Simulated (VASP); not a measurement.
# Au (I4/mmm) in VASP: notebook

Au is run at these levels: r2SCAN; tasks: single point.

Everything below comes from runs of VASP 6.6.1. Logs are shortened: lines on timing, memory, paths and dates and some standing lists are left out, and cuts for length are marked.

## Step 1: The cell of the first run

Symmetry: I4/mmm, No. 139, tetragonal system. Conventional cell: a = 2.946 Å, b = 2.946 Å, c = 4.100 Å, α = 90.00°, β = 90.00°, γ = 90.00°. Au (site symmetry 4/mmm) has 12 Au at 2.92 to 2.95 Å within 3.8 Å.

## Step 2: Single point, r2SCAN (biaxial strain in the a-b plane: +1.0 %)

Contents of POSCAR:

```
Au
1.0
    2.0828117463      2.0828117463      0.0000000000
   -2.0828117463      2.0828117463      0.0000000000
    0.0000000000      0.0000000000      4.0996334174
Au
2
Direct
    0.0000000000      0.0000000000      0.0000000000
    0.5000000000      0.5000000000      0.5000000000
```

Contents of INCAR.step1:

```
ALGO = Normal
EDIFF = 1E-4
ENCUT = 520
GGA = PE
ISMEAR = 0
LASPH = True
LCHARG = False
LREAL = False
LWAVE = True
NBANDS = 18
NELM = 60
PREC = Accurate
SIGMA = 0.1
```

Contents of INCAR.step2:

```
ALGO = Normal
EDIFF = 1E-7
ENCUT = 520
ISIF = 2
ISMEAR = 0
ISTART = 1
LASPH = True
LCHARG = True
LELF = True
LMIXTAU = True
LREAL = False
LVHAR = True
LWAVE = False
METAGGA = R2SCAN
NBANDS = 18
NELM = 60
PREC = Accurate
SIGMA = 0.1
```

Contents of KPOINTS:

```
k-points
0
Gamma
  18 18 12
```

Potentials or basis: VASP PAW PBE potentials, release 64 (Au).

Started as:

```sh
cat potpaw_PBE.64/Au/POTCAR > POTCAR
cp INCAR.step1 INCAR
mpirun -np 1 vasp_std > vasp.out
cp INCAR.step2 INCAR
mpirun -np 1 vasp_std > vasp.out
```

OUTCAR:

```text
EDIFF = 1E-7
   ENCUT = 520
   ISIF = 2
   ISMEAR = 0
   ISTART = 1
   LASPH = True
   LREAL = False
   METAGGA = R2SCAN
   NELM = 60
   PREC = Accurate

 ion  position               nearest neighbor table
   1  0.000  0.000  0.000-   2 2.92   2 2.92   2 2.92   2 2.92   2 2.92   2 2.92   2 2.92   2 2.92

   2  0.500  0.500  0.500-   1 2.92   1 2.92   1 2.92   1 2.92   1 2.92   1 2.92   1 2.92   1 2.92

  LATTYP: Found a simple tetragonal cell.
 ALAT       =     2.9455406195
 C/A-ratio  =     1.3918101792

  Lattice vectors:

 A1 = (   2.0828117463,   2.0828117463,   0.0000000000)
 A2 = (  -2.0828117463,   2.0828117463,   0.0000000000)
 A3 = (   0.0000000000,   0.0000000000,   4.0996334174)

Analysis of symmetry for initial positions (statically):
=====================================================================
 Subroutine PRICEL returns following result:

  LATTYP: Found a body centered tetragonal cell.
 ALAT       =     2.9455406195
 C/A-ratio  =     1.3918101792

  Lattice vectors:

 A1 = (   0.0000000000,  -2.0828117463,  -2.0498167087)
 A2 = (   0.0000000000,   2.0828117463,  -2.0498167087)
 A3 = (   2.0828117463,   0.0000000000,   2.0498167087)

   2 primitive cells build up your supercell.

 Routine SETGRP: Setting up the symmetry group for a
 simple tetragonal supercell.

 Subroutine GETGRP returns: Found 16 space group operations
 (whereof 16 operations were pure point group operations)
 out of a pool of 16 trial point group operations.

The static configuration has the point symmetry D_4h.

Analysis of symmetry for dynamics (positions and initial velocities):
=====================================================================
 Subroutine PRICEL returns following result:

  LATTYP: Found a body centered tetragonal cell.
 ALAT       =     2.9455406195
 C/A-ratio  =     1.3918101792

  Lattice vectors:

 A1 = (   0.0000000000,  -2.0828117463,  -2.0498167087)
 A2 = (   0.0000000000,   2.0828117463,  -2.0498167087)
 A3 = (   2.0828117463,   0.0000000000,   2.0498167087)

   2 primitive cells build up your supercell.

 Routine SETGRP: Setting up the symmetry group for a
 simple tetragonal supercell.

 Subroutine GETGRP returns: Found 16 space group operations
 (whereof 16 operations were pure point group operations)
 out of a pool of 16 trial point group operations.

The dynamic configuration has the point symmetry D_4h.

 Subroutine INISYM returns: Found 16 space group operations
 (whereof 16 operations are pure point group operations),
 and found     2 'primitive' translations

----------------------------------------------------------------------------------------

                                     Primitive cell

  volume of cell :      17.7846

  direct lattice vectors                    reciprocal lattice vectors
     0.000000000 -2.082811746 -2.049816709     0.240060102 -0.240060102 -0.243924248
     0.000000000  2.082811746 -2.049816709     0.240060102  0.240060102 -0.243924248
     2.082811746  0.000000000  2.049816709     0.480120204  0.000000000  0.000000000

  length of vectors
     2.922302741  2.922302741  2.922302741     0.418039166  0.418039166  0.480120204

  position of ions in fractional coordinates (direct lattice)
     0.000000000  0.000000000  0.000000000

  ion indices of the primitive-cell ions
   primitive index   ion index
                 1           1

----------------------------------------------------------------------------------------

 KPOINTS: k-points

Automatic generation of k-mesh.
 Grid dimensions read from file:
 generate k-points for:   18   18   12

 Generating k-lattice:

  Cartesian coordinates                     Fractional coordinates (reciprocal lattice)
     0.013336672  0.013336672  0.000000000     0.055555556  0.000000000  0.000000000
    -0.013336672  0.013336672  0.000000000     0.000000000  0.055555556  0.000000000
     0.000000000  0.000000000  0.020327021     0.000000000  0.000000000  0.083333333

  Length of vectors
     0.018860903  0.018860903  0.020327021

  Shift w.r.t. Gamma in fractional coordinates (k-lattice)
     0.000000000  0.000000000  0.000000000

 Subroutine IBZKPT returns following result:
 ===========================================

 Found    385 irreducible k-points:

 Following reciprocal coordinates:
            Coordinates               Weight
  0.000000  0.000000  0.000000      1.000000
  0.055556  0.000000  0.000000      4.000000
  0.111111  0.000000  0.000000      4.000000
  0.166667  0.000000  0.000000      4.000000
  0.222222  0.000000  0.000000      4.000000
  0.277778  0.000000  0.000000      4.000000
[... 16 lines left out ...]
  0.277778  0.111111  0.000000      8.000000
  0.333333  0.111111  0.000000      8.000000
 [... further k-points ...]
   k-points           NKPTS =    385   k-points in BZ     NKDIM =    385   number of bands    NBANDS=     18
   number of dos      NEDOS =    301   number of ions     NIONS =      2
   total plane-waves  NPLWV =  17280
   dimension x,y,z NGX =    24 NGY =   24 NGZ =   30
   dimension x,y,z NGXF=    48 NGYF=   48 NGZF=   60
   ions per type =               2
   NGX,Y,Z   is equivalent  to a cutoff of  13.55, 13.55, 12.17 a.u.
   NGXF,Y,Z  is equivalent  to a cutoff of  27.09, 27.09, 24.33 a.u.
 SYSTEM =  unknown system
   PREC   = accura    normal or accurate (medium, high low for compatibility)
   ISTART =      1    job   : 0-new  1-cont  2-samecut
   ICHARG =      0    charge: 1-file 2-atom 10-const
   ISPIN  =      1    spin polarized calculation?
   LNONCOLLINEAR =      F non collinear calculations
   LSORBIT =      F    spin-orbit coupling
   LASPH  =      T    aspherical Exc in radial PAW
   ENCUT  =  520.0 eV  38.22 Ry    6.18 a.u.   5.48  5.48  7.62*2*pi/ulx,y,z
   NELM   =     60;   NELMIN=  2; NELMDL=  0     # of ELM steps
   EDIFF  = 0.1E-06   stopping-criterion for ELM
   LREAL  =      F    real-space projection
   EDIFFG = 0.1E-05   stopping-criterion for IOM
   NSW    =      0    number of steps for IOM
   IBRION =     -1    ionic relax: 0-MD 1-quasi-New 2-CG
   NFREE  =      0    steps in history (QN), initial steepest desc. (CG)
   ISIF   =      2    stress and relaxation
   ISYM   =      2    0-nonsym 1-usesym 2-fastsym
   POTIM  = 0.5000    time-step for ionic-motion
   TEBEG  =    0.0;   TEEND  =   0.0 temperature during run
   PSTRESS=    0.0 pullay stress
   NELECT =      22.0000    total number of electrons
   NUPDOWN=      -1.0000    fix difference up-down
   EMIN   =  10.00;   EMAX   =-10.00  energy-range for DOS
   EFERMI =   0.00;   METHOD = LEGACY
   ISMEAR =     0;   SIGMA  =   0.10  broadening in eV -4-tet -1-fermi 0-gaus
   EFERMI_NEDOS =   21; number of points for ismear=-14 and -15
   IALGO  =     38    algorithm
   IMIX   =      4    mixing-type and parameters
     AMIX     =   0.40;   BMIX     =  1.00
     AMIX_MAG =   1.60;   BMIX_MAG =  1.00
  volume/ion in A,a.u.               =      17.78       120.02
  Fermi-wavevector in a.u.,A,eV,Ry     =   1.394839  2.635863 26.471161  1.945575
  Thomas-Fermi vector in A             =   2.518349
   LORBIT       =      0    0 simple, 1 ext, 2 COOP (PROOUT), +10 PAW based schemes
   METAGGA = R2SCAN    functional components
   LHFCALC =     F    Hartree Fock is set to
   AEXX    =    0.0000 exact exchange contribution
   IVDW    =     0    specifies the selected vdW correction
   LEPSILON=     F    determine dielectric tensor
   LRPA    =     F    only Hartree local field effects (RPA)
 non-spin polarized calculation
 Gauss-broadening in eV      SIGMA  =   0.10
  energy-cutoff  :      520.00
  volume of cell :       35.57
 maximum number of plane-waves:       983
 NGX is ok and might be reduce to    24
   NGX = 11   NGY = 11   NGZ = 15

 number of electron      21.9999992 magnetization

 Free energy of the ion-electron system (eV)
  ---------------------------------------------------
  ext. energy  EPLUGINS =         0.00000000
  ---------------------------------------------------
  free energy    TOTEN  =      -101.18971975 eV

  energy without entropy =     -101.18687597  energy(sigma->0) =     -101.18829786

 E-fermi :   8.6594     XC(G=0): -13.3271

 val. band max:        8.6513837353   @ k =   0.5000   0.2222   0.0833
 cond. band min:       8.6671909915   @ k =   0.3333   0.1111   0.4167
 fundamental gap:      0.0158072562
 Fermi energy:         8.6594183766

 k-point     1 :       0.0000    0.0000    0.0000
  band No.  band energies     occupation
      1      -0.9973      2.00000
      2       1.7097      2.00000
      3       1.9566      2.00000
      4       3.8696      2.00000
      5       3.8696      2.00000
      6       4.0062      2.00000
[... 10 lines left out ...]
     17      26.0436      0.00000
     18      27.7516      0.00000

 k-point     2 :       0.0556    0.0000    0.0000
  band No.  band energies     occupation
      1      -0.9260      2.00000
      2       1.7539      2.00000
      3       1.9962      2.00000
      4       3.8461      2.00000
      5       3.8913      2.00000
      6       4.0357      2.00000
[... 10 lines left out ...]
     17      26.3173      0.00000
     18      27.3267      0.00000

 k-point     3 :       0.1111    0.0000    0.0000
  band No.  band energies     occupation
      1      -0.7154      2.00000
      2       1.8672      2.00000
      3       2.1274      2.00000
      4       3.7799      2.00000
      5       3.9557      2.00000
      6       4.1162      2.00000
[... 10 lines left out ...]
     17      26.3452      0.00000
     18      26.7600      0.00000

 k-point     4 :       0.1667    0.0000    0.0000
  band No.  band energies     occupation
      1      -0.3748      2.00000
      2       2.0127      2.00000
      3       2.3649      2.00000
      4       3.6832      2.00000
      5       4.0612      2.00000
      6       4.2210      2.00000
[... 375 lines left out ...]
      4       3.3514      2.00000
      5       4.4133      2.00000
      6       4.4359      2.00000
[... 10 lines left out ...]
     17      24.8115      0.00000
     18      26.6515      0.00000

 k-point    23 :       0.2778    0.1111    0.0000
  band No.  band energies     occupation
      1       0.8570      2.00000
      2       2.5745      2.00000
      3       3.0607      2.00000
      4       3.2355      2.00000
      5       4.2270      2.00000
      6       4.3057      2.00000
[... 10 lines left out ...]
     17      24.0316      0.00000
     18      27.0796      0.00000

 k-point    24 :       0.3333    0.1111    0.0000
  band No.  band energies     occupation
      1       1.4156      2.00000
      2       2.7799      2.00000
      3       3.1484      2.00000
      4       3.2646      2.00000
      5       3.8620      2.00000
      6       4.1279      2.00000
[... 10 lines left out ...]
     17      22.9242      0.00000
     18      26.1882      0.00000

 [... further k-points ...]

------------------------ aborting loop because EDIFF is reached ----------------------------------------

  FORCE on cell =-STRESS in cart. coord.  units (eV):
  Direction    XX          YY          ZZ          XY          YZ          ZX
  --------------------------------------------------------------------------------------
  -------------------------------------------------------------------------------------
  Total       -0.3945321     -0.3945321     -0.3943334      0.0000000      0.0000000     -0.0000000
  in kB      -17.7712462    -17.7712462    -17.7622955      0.0000000      0.0000000     -0.0000000
  external PRESSURE =     -17.7682627 kB  Pullay stress =       0.0000000 kB

 VOLUME and BASIS-vectors are now :
 -----------------------------------------------------------------------------
  energy-cutoff  :      520.00
  volume of cell :       35.57
      direct lattice vectors                 reciprocal lattice vectors
     2.082811746  2.082811746  0.000000000     0.240060102  0.240060102  0.000000000
    -2.082811746  2.082811746  0.000000000    -0.240060102  0.240060102  0.000000000
     0.000000000  0.000000000  4.099633417     0.000000000  0.000000000  0.243924248

 POSITION                                       TOTAL-FORCE (eV/Angst)
 -----------------------------------------------------------------------------------
      0.00000      0.00000      0.00000        -0.000000      0.000000      0.000000
      0.00000      2.08281      2.04982         0.000000     -0.000000     -0.000000
 -----------------------------------------------------------------------------------
    total drift:                               -0.000000      0.000000     -0.000000

  FREE ENERGIE OF THE ION-ELECTRON SYSTEM (eV)
  ---------------------------------------------------
  free  energy   TOTEN  =      -101.1897197453 eV

  energy  without entropy=     -101.1868759743  energy(sigma->0) =     -101.18829786
```

Run time: 11 min. Hardware: 1 thread of Intel Xeon 8259CL, shared host; peak memory 0.32 GiB.

What came out:

```yaml
Free_energy: -101.1897 eV
Pressure: -1.8 GPa
Band_gap_on_the_k_mesh: zero (bands 11 and 12 overlap by 7.43 eV)
```

Caveat: the cell differs from its parent crystal (biaxial strain in the a-b plane: +1.0 %); the PAW data sets were made with another functional, which shifts forces and pressure a little; spin-orbit coupling is left out, which moves the levels of the heavy elements.

(Continued in part 2 of 2.)
